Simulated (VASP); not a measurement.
Write the native input for VASP 6.6.1 that does the following.

| Item | Value |
| --- | --- |
| Task | single point |
| Functional | PBE |
| Potentials or basis | VASP PAW PBE potentials, release 64 (Rb_sv, H) |
| Cutoff | 520 eV |
| k mesh | 2 × 6 × 6 |
| Occupations | gaussian, width 0.1 eV |
| Spin | no spin polarisation |
| Dipole correction | no |
| Further INCAR settings | ALGO = Normal; EDIFF = 1e-06; NBANDS = 14 |

The structure of RbH3 lies in POSCAR:

```
RbH3
1.0
    9.0498491600      0.0000000000      0.0000000000
    0.0000000000      2.2354114800      1.6274211600
    0.0000000000     -2.2354114800      1.6274211600
Rb H
1 3
Direct
    0.0000000000      0.9139817500      0.9139817500
    0.7526067800      0.6103886600      0.6103886600
    0.5000000000      0.8652409400      0.8652409400
    0.2473932200      0.6103886600      0.6103886600
```

The input as run:

INCAR

```
SYSTEM = RbH3
PREC = Accurate
ENCUT = 520
EDIFF = 1E-6
ISMEAR = 0
SIGMA = 0.1
LREAL = .False.
LASPH = .True.
NELM = 60
ALGO = Normal
ISIF = 2
LWAVE = .False.
LCHARG = .False.
GGA = PE
NBANDS = 14
```

KPOINTS

```
Automatic mesh
0
Gamma
  2 6 6
  0 0 0
```

Potentials or basis: VASP PAW PBE potentials, release 64 (Rb_sv, H).

The run is started by

```sh
$ cat potpaw_PBE.64/Rb_sv/POTCAR potpaw_PBE.64/H/POTCAR > POTCAR
$ mpirun -np 1 vasp_std > vasp.out
```

Results of the run:

```yaml
Pressure: 6.0 GPa
Largest_force: 0.944 eV/Å
Band_gap_on_the_k_mesh: zero (bands 6 and 7 overlap by 2.03 eV)
```

Caveat: the k points lie up to 0.40 Å⁻¹ apart, too coarse for converged energies and pressures of a metal.

It took 15 s on 1 thread of Intel(R) Xeon(R) Platinum 8488C (Sapphire Rapids) (shared host), peak memory 0.19 GiB.
